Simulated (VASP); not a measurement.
Input of a VASP 6.6.1 run:

INCAR

```
PREC     = Accurate       # precision mode
ENCUT    = 520            # plane-wave cutoff, eV
EDIFF    = 1E-6           # SCF threshold, eV
ISMEAR   = -1             # smearing method
SIGMA    = 0.05           # smearing width, eV
LREAL    = F              # projectors in reciprocal space
LASPH    = T              # aspherical terms in the spheres
NELM     = 80             # most SCF steps
ALGO     = Normal         # electronic algorithm
ISIF     = 2              # what is computed and relaxed
LWAVE    = F              # write WAVECAR
LCHARG   = F              # write CHGCAR
GGA      = PE             # functional
NBANDS   = 10             # bands
```

KPOINTS

```
Automatic mesh
0
Gamma
  14 14 14
```

File POSCAR:

```
I
1.0
    0.0000000000      1.9603680868      1.9603680868
    1.9603680868      0.0000000000      1.9603680868
    1.9603680868      1.9603680868      0.0000000000
I
1
Direct
    0.0000000000      0.0000000000      0.0000000000
```

Potentials or basis: VASP PAW PBE potentials, release 64 (I).

Launch:

```bash
$ cat potpaw_PBE.64/I/POTCAR > POTCAR
$ mpirun -np 1 vasp_std > vasp.out
```

Task: What does it give for the band gap on the k mesh?

Result: Zero (an odd number of electrons rules out a gap without spin polarisation).

Task: Predict the pressure.

Result: 168.8 GPa.

Caveat: the cell stands under pressure; spin-orbit coupling is left out, which moves the levels of the heavy elements; an odd number of electrons without spin polarisation forces a metal; a magnetic or distorted state may lie lower.
